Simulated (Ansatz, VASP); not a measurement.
## One calculation of Li2Se, two programs

The input INCAR:

```
SYSTEM = Li2Se
  ALGO = Normal
  EDIFF = 1E-6
  ENCUT = 750
  GGA = PE
  GGA_COMPAT = .False.
  ISIF = 2
  ISMEAR = 0
  IVDW = 13
  LASPH = .True.
  LCHARG = .False.
  LREAL = .False.
  LWAVE = .False.
  NBANDS = 13
  NELM = 120
  PREC = Accurate
  SIGMA = 0.05
```

KPOINTS

```
k-points
0
Gamma
  8 8 8
  0 0 0
```

File POSCAR:

```
Li2Se
1.0
    0.0000000000      2.9683473433      2.9683473433
    2.9683473433      0.0000000000      2.9683473433
    2.9683473433      2.9683473433      0.0000000000
Li Se
2 1
Direct
    0.2500000000      0.2500000000      0.2500000000
    0.7500000000      0.7500000000      0.7500000000
    0.0000000000      0.0000000000      0.0000000000
```

Input for Ansatz:

```yaml
crystal:
  lattice:
    - [0.0, 2.9683473433, 2.9683473433]
    - [2.9683473433, 0.0, 2.9683473433]
    - [2.9683473433, 2.9683473433, 0.0]
  atoms:
    - { symbol: Li, position: [0.25, 0.25, 0.25] }
    - { symbol: Li, position: [0.75, 0.75, 0.75] }
    - { symbol: Se, position: [0.0, 0.0, 0.0] }
basis:
  ecutwfc: 420
  ecutrho_ratio: 4
kpoints:
  mp_grid: { grid: [8, 8, 8] }
hamiltonian:
  xc: pbe
  dispersion: d4
scf:
  occupations: { method: gaussian, width: 0.05 }
output:
  forces: true
  stress: true
  eigenvalues: true
```

Alike in both runs: task single point; functional PBE; dispersion D4; k mesh 8 × 8 × 8; occupations gaussian, width 0.05 eV; no spin polarisation.

|  | VASP | Ansatz |
| --- | --- | --- |
| version | VASP 6.6.1 | Ansatz 0.2.0 |
| potentials or method | VASP PAW PBE potentials, release 64 (Li_sv, Se), cutoff 750 eV | scalar-relativistic, plane waves, PAW |
| valence electrons in the cell | 12 | 22 |

Ansatz gave:

| Quantity | Value |
| --- | --- |
| gap on the k mesh at the Fermi level (eV) | 2.95 |
| least direct gap on the mesh (eV) | 3.53 |
| pressure (GPa) | 0.0 |

Estimate VASP's values.

gap on the k mesh at the Fermi level (eV): 2.95; least direct gap on the mesh (eV): 3.53; pressure (GPa): -0.1.

VASP's potentials hold 12 valence electrons a cell and Ansatz's 22, so a difference there can come from the potentials and not from the codes.
